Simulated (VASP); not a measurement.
Here is a VASP 6.6.1 calculation.

POSCAR

```
La
1.0
   -2.1517794217      2.1517794217      2.1517794217
    2.1517794217     -2.1517794217      2.1517794217
    2.1517794217      2.1517794217     -2.1517794217
La
1
Direct
    0.0000000000      0.0000000000      0.0000000000
```

File INCAR.step1:

```
SYSTEM = La
PREC     = Accurate       ! precision mode
ENCUT    = 520            ! plane-wave cutoff, eV
ISMEAR   = -1             ! smearing method
SIGMA    = 0.05           ! smearing width, eV
LREAL    = .FALSE.        ! projectors in reciprocal space
LASPH    = .TRUE.         ! aspherical terms in the spheres
NELM     = 60             ! most SCF steps
NBANDS   = 12             ! bands
GGA      = PE             ! functional
ALGO     = Normal         ! electronic algorithm
EDIFF    = 1E-4           ! SCF threshold, eV
LWAVE    = .TRUE.         ! write WAVECAR
LCHARG   = .FALSE.        ! write CHGCAR
```

INCAR.step2

```
SYSTEM = La
PREC     = Accurate       ! precision mode
ENCUT    = 520            ! plane-wave cutoff, eV
EDIFF    = 1E-6           ! SCF threshold, eV
ISMEAR   = -1             ! smearing method
SIGMA    = 0.05           ! smearing width, eV
LREAL    = .FALSE.        ! projectors in reciprocal space
LASPH    = .TRUE.         ! aspherical terms in the spheres
NELM     = 60             ! most SCF steps
ALGO     = Normal         ! electronic algorithm
ISIF     = 2              ! what is computed and relaxed
LWAVE    = .FALSE.        ! write WAVECAR
LCHARG   = .FALSE.        ! write CHGCAR
METAGGA  = R2SCAN         ! meta-GGA
LMIXTAU  = .TRUE.       
NBANDS   = 12             ! bands
ISTART   = 1
```

Contents of KPOINTS:

```
regular mesh
0
G
  9 9 9
  0 0 0
```

Potentials or basis: VASP PAW PBE potentials, release 64 (La).

Launch:

```sh
$ cat potpaw_PBE.64/La/POTCAR > POTCAR
$ cp INCAR.step1 INCAR
$ mpirun -np 1 vasp_std > vasp.out
$ cp INCAR.step2 INCAR
$ mpirun -np 1 vasp_std > vasp.out
```

Q: Predict the pressure.

A: -1.1 GPa.

Caveat: the PAW data sets were made with another functional, which shifts forces and pressure a little.
